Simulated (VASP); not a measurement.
# Cs (Fm-3m) in VASP: single point with PBE

Aim: the single point of Cs with PBE.

Everything below comes from runs of VASP 6.6.1. Logs are shortened: lines on timing, memory, paths and dates and some standing lists are left out, and cuts for length are marked.

## (1) The cell of the first run

The structure is cubic, space group Fm-3m (No. 225). Conventional cell: a = 7.897 Å, b = 7.897 Å, c = 7.897 Å, α = 90.00°, β = 90.00°, γ = 90.00°.

## (2) Single point, PBE

Contents of INCAR:

```
PREC = Accurate ; ENCUT = 520
EDIFF = 1E-6 ; ISMEAR = 0
SIGMA = 0.1 ; LREAL = Auto
LASPH = T ; NELM = 100
ALGO = Normal ; ISIF = 2
LWAVE = F ; LCHARG = F
GGA = PE ; ISYM = 0
NBANDS = 86
```

Contents of KPOINTS:

```
Automatic mesh
0
Gamma
  2 2 2
  0.5 0.5 0.5
```

Contents of POSCAR:

```
Cs
1.0
   -7.8966714800     -7.8966714800      7.8966714800
    7.8966714800     -7.8966714800     -7.8966714800
    7.8966714800      7.8966714800      7.8966714800
Cs
16
Direct
    0.2500000000      0.7500000000      0.0000000000
    0.0000000000      0.7500000000      0.2500000000
    0.5000000000      0.5000000000      0.0000000000
    0.2500000000      0.5000000000      0.2500000000
    0.0000000000      0.5000000000      0.5000000000
    0.7500000000      0.7500000000      0.5000000000
    0.5000000000      0.7500000000      0.7500000000
    0.0000000000      0.0000000000      0.0000000000
    0.7500000000      0.2500000000      0.0000000000
    0.5000000000      0.2500000000      0.2500000000
    0.2500000000      0.2500000000      0.5000000000
    0.0000000000      0.2500000000      0.7500000000
    0.7500000000      0.5000000000      0.7500000000
    0.7500000000      0.0000000000      0.2500000000
    0.5000000000      0.0000000000      0.5000000000
    0.2500000000      0.0000000000      0.7500000000
```

Potentials or basis: VASP PAW PBE potentials, release 64 (Cs_sv).

The run is started by

```bash
cat potpaw_PBE.64/Cs_sv/POTCAR > POTCAR
mpirun -np 1 vasp_std > vasp.out
```

OUTCAR:

```text
PREC = Accurate
   ENCUT = 520
   EDIFF = 1E-6
   ISMEAR = 0
   LREAL = Auto
   LASPH = T
   NELM = 100
   ISIF = 2
   GGA = PE
   ISYM = 0

 ion  position               nearest neighbor table
   1  0.250  0.750  0.000-
   2  0.000  0.750  0.250-
   3  0.500  0.500  0.000-
   4  0.250  0.500  0.250-
   5  0.000  0.500  0.500-
   6  0.750  0.750  0.500-
[... 8 lines left out ...]
  15  0.500  0.000  0.500-
  16  0.250  0.000  0.750-

IMPORTANT INFORMATION: All symmetrisations will be switched off!
NOSYMM: (Re-)initialisation of all symmetry stuff for point group C_1.

----------------------------------------------------------------------------------------

                                     Primitive cell

  volume of cell :    1969.6643

  direct lattice vectors                    reciprocal lattice vectors
    -7.896671480 -7.896671480  7.896671480     0.000000000 -0.063317817  0.063317817
     7.896671480 -7.896671480 -7.896671480     0.063317817 -0.063317817  0.000000000
     7.896671480  7.896671480  7.896671480     0.063317817  0.000000000  0.063317817

  length of vectors
    13.677436214 13.677436214 13.677436214     0.089544916  0.089544916  0.089544916

  position of ions in fractional coordinates (direct lattice)
     0.250000000  0.750000000  0.000000000
     0.000000000  0.750000000  0.250000000
     0.500000000  0.500000000  0.000000000
     0.250000000  0.500000000  0.250000000
     0.000000000  0.500000000  0.500000000
     0.750000000  0.750000000  0.500000000
[... 8 lines left out ...]
     0.500000000  0.000000000  0.500000000
     0.250000000  0.000000000  0.750000000

  ion indices of the primitive-cell ions
   primitive index   ion index
                 1           1
                 2           2
                 3           3
                 4           4
                 5           5
                 6           6
[... 8 lines left out ...]
                15          15
                16          16

----------------------------------------------------------------------------------------

 KPOINTS: Automatic mesh

Automatic generation of k-mesh.
 Grid dimensions read from file:
 generate k-points for:    2    2    2

 Generating k-lattice:

  Cartesian coordinates                     Fractional coordinates (reciprocal lattice)
     0.000000000 -0.031658909  0.031658909     0.500000000  0.000000000  0.000000000
     0.031658909 -0.031658909  0.000000000     0.000000000  0.500000000  0.000000000
     0.031658909  0.000000000  0.031658909     0.000000000  0.000000000  0.500000000

  Length of vectors
     0.044772458  0.044772458  0.044772458

  Shift w.r.t. Gamma in fractional coordinates (k-lattice)
     0.500000000  0.500000000  0.500000000

 Subroutine IBZKPT returns following result:
 ===========================================

 Found      4 irreducible k-points:

 Following reciprocal coordinates:
            Coordinates               Weight
  0.250000  0.250000  0.250000      2.000000
 -0.250000  0.250000  0.250000      2.000000
  0.250000 -0.250000  0.250000      2.000000
  0.250000  0.250000 -0.250000      2.000000
   k-points           NKPTS =      4   k-points in BZ     NKDIM =      4   number of bands    NBANDS=     86
   number of dos      NEDOS =    301   number of ions     NIONS =     16
   total plane-waves  NPLWV = ******
   dimension x,y,z NGX =   108 NGY =  108 NGZ =  108
   dimension x,y,z NGXF=   216 NGYF=  216 NGZF=  216
   ions per type =              16
   NGX,Y,Z   is equivalent  to a cutoff of  13.13, 13.13, 13.13 a.u.
   NGXF,Y,Z  is equivalent  to a cutoff of  26.25, 26.25, 26.25 a.u.
 SYSTEM =  unknown system
   PREC   = accura    normal or accurate (medium, high low for compatibility)
   ISTART =      0    job   : 0-new  1-cont  2-samecut
   ICHARG =      2    charge: 1-file 2-atom 10-const
   ISPIN  =      1    spin polarized calculation?
   LNONCOLLINEAR =      F non collinear calculations
   LSORBIT =      F    spin-orbit coupling
   LASPH  =      T    aspherical Exc in radial PAW
   ENCUT  =  520.0 eV  38.22 Ry    6.18 a.u.  25.43 25.43 25.43*2*pi/ulx,y,z
   NELM   =    100;   NELMIN=  2; NELMDL= -5     # of ELM steps
   EDIFF  = 0.1E-05   stopping-criterion for ELM
   LREAL  =      T    real-space projection
   EDIFFG = 0.1E-04   stopping-criterion for IOM
   NSW    =      0    number of steps for IOM
   IBRION =     -1    ionic relax: 0-MD 1-quasi-New 2-CG
   NFREE  =      0    steps in history (QN), initial steepest desc. (CG)
   ISIF   =      2    stress and relaxation
   ISYM   =      0    0-nonsym 1-usesym 2-fastsym
   POTIM  = 0.5000    time-step for ionic-motion
   TEBEG  =    0.0;   TEEND  =   0.0 temperature during run
   PSTRESS=    0.0 pullay stress
   NELECT =     144.0000    total number of electrons
   NUPDOWN=      -1.0000    fix difference up-down
   EMIN   =  10.00;   EMAX   =-10.00  energy-range for DOS
   EFERMI =   0.00;   METHOD = LEGACY
   ISMEAR =     0;   SIGMA  =   0.10  broadening in eV -4-tet -1-fermi 0-gaus
   EFERMI_NEDOS =   21; number of points for ismear=-14 and -15
   IALGO  =     38    algorithm
   IMIX   =      4    mixing-type and parameters
     AMIX     =   0.40;   BMIX     =  1.00
     AMIX_MAG =   1.60;   BMIX_MAG =  1.00
  volume/ion in A,a.u.               =     123.10       830.75
  Fermi-wavevector in a.u.,A,eV,Ry     =   0.684539  1.293591  6.375605  0.468594
  Thomas-Fermi vector in A             =   1.764221
   LORBIT       =      0    0 simple, 1 ext, 2 COOP (PROOUT), +10 PAW based schemes
   GGA     = PE    functional components
   LHFCALC =     F    Hartree Fock is set to
   AEXX    =    0.0000 exact exchange contribution
   IVDW    =     0    specifies the selected vdW correction
   LEPSILON=     F    determine dielectric tensor
   LRPA    =     F    only Hartree local field effects (RPA)
 non-spin polarized calculation
 Gauss-broadening in eV      SIGMA  =   0.10
  energy-cutoff  :      520.00
  volume of cell :     1969.66
 maximum number of plane-waves:     53113
 NGX is ok and might be reduce to   108
   NGX = 51   NGY = 51   NGZ = 51

 number of electron     144.0000026 magnetization

 Free energy of the ion-electron system (eV)
  ---------------------------------------------------
  ext. energy  EPLUGINS =         0.00000000
  ---------------------------------------------------
  free energy    TOTEN  =       -13.57048393 eV

  energy without entropy =      -13.45507889  energy(sigma->0) =      -13.51278141

 E-fermi :   0.2580     XC(G=0):  -5.2356

 val. band max:        0.1866932509   @ k =   0.2500  -0.2500   0.2500
 cond. band min:       0.4832688279   @ k =   0.2500   0.2500   0.2500
 fundamental gap:      0.2965755770
 Fermi energy:         0.2579539328

 k-point     1 :       0.2500    0.2500    0.2500
  band No.  band energies     occupation
      1     -23.5953      2.00000
      2     -23.5953      2.00000
      3     -23.5953      2.00000
      4     -23.5953      2.00000
      5     -23.5924      2.00000
      6     -23.5924      2.00000
[... 76 lines left out ...]
     83       1.2547      0.00000
     84       1.2547      0.00000

 k-point     2 :      -0.2500    0.2500    0.2500
  band No.  band energies     occupation
      1     -23.5966      2.00000
      2     -23.5941      2.00000
      3     -23.5941      2.00000
      4     -23.5941      2.00000
      5     -23.5941      2.00000
      6     -23.5931      2.00000
[... 76 lines left out ...]
     83       1.2216      0.00000
     84       1.2216      0.00000

 k-point     3 :       0.2500   -0.2500    0.2500
  band No.  band energies     occupation
      1     -23.5966      2.00000
      2     -23.5941      2.00000
      3     -23.5941      2.00000
      4     -23.5941      2.00000
      5     -23.5941      2.00000
      6     -23.5931      2.00000
[... 76 lines left out ...]
     83       1.2216      0.00000
     84       1.2216      0.00000

 k-point     4 :       0.2500    0.2500   -0.2500
  band No.  band energies     occupation
      1     -23.5966      2.00000
      2     -23.5941      2.00000
      3     -23.5941      2.00000
      4     -23.5941      2.00000
      5     -23.5941      2.00000
      6     -23.5931      2.00000
[... 76 lines left out ...]
     83       1.2216      0.00000
     84       1.2216      0.00000
 [bands above 84 left out]

------------------------ aborting loop because EDIFF is reached ----------------------------------------

  FORCE on cell =-STRESS in cart. coord.  units (eV):
  Direction    XX          YY          ZZ          XY          YZ          ZX
  --------------------------------------------------------------------------------------
  -------------------------------------------------------------------------------------
  Total       -1.4056083     -1.4056096     -1.4056018      0.0000032      0.0000032     -0.0000137
  in kB       -1.1433592     -1.1433603     -1.1433539      0.0000026      0.0000026     -0.0000112
  external PRESSURE =      -1.1433578 kB  Pullay stress =       0.0000000 kB

 VOLUME and BASIS-vectors are now :
 -----------------------------------------------------------------------------
  energy-cutoff  :      520.00
  volume of cell :     1969.66
      direct lattice vectors                 reciprocal lattice vectors
    -7.896671480 -7.896671480  7.896671480     0.000000000 -0.063317817  0.063317817
     7.896671480 -7.896671480 -7.896671480     0.063317817 -0.063317817  0.000000000
     7.896671480  7.896671480  7.896671480     0.063317817  0.000000000  0.063317817

 POSITION                                       TOTAL-FORCE (eV/Angst)
 -----------------------------------------------------------------------------------
      3.94834     -7.89667     -3.94834        -0.000006      0.000004      0.000001
      7.89667     -3.94834     -3.94834         0.000001     -0.000003     -0.000003
      0.00000     -7.89667      0.00000        -0.000004      0.000004     -0.000006
      3.94834     -3.94834      0.00000        -0.000001      0.000002      0.000001
      7.89667      0.00000      0.00000        -0.000001     -0.000000     -0.000003
      3.94834     -7.89667      3.94834         0.000002     -0.000003     -0.000003
[... 8 lines left out ...]
      0.00000      0.00000      7.89667        -0.000006     -0.000003      0.000003
      3.94834      3.94834      7.89667         0.000001      0.000003      0.000004
 -----------------------------------------------------------------------------------
    total drift:                               -0.000002      0.000011     -0.000007

  FREE ENERGIE OF THE ION-ELECTRON SYSTEM (eV)
  ---------------------------------------------------
  free  energy   TOTEN  =       -13.5704839285 eV

  energy  without entropy=      -13.4550788894  energy(sigma->0) =      -13.51278141
```

Wall time 13 min (1 thread of Intel Xeon 6975P-C (Granite Rapids), shared host); peak memory 1.9 GiB.

What came out:

- Free energy: -13.5705 eV
- Pressure: -0.1 GPa
- Band gap on the k mesh: zero (band 72 reaches 0.48 eV, above the bottom of band 73 at 0.18 eV)

Levels at points of the mesh, in eV from the Fermi level:
| k point | band 71 | band 72 | band 73 | band 74 | band 75 | band 76 | band 77 | band 78 |
| --- | --- | --- | --- | --- | --- | --- | --- | --- |
| (0.25, 0.25, 0.25) | 0.23 | 0.23 | 0.23 | 0.23 | 0.23 | 0.23 | 0.23 | 0.23 |

Caveat: spin-orbit coupling is left out, which moves the levels of the heavy elements.
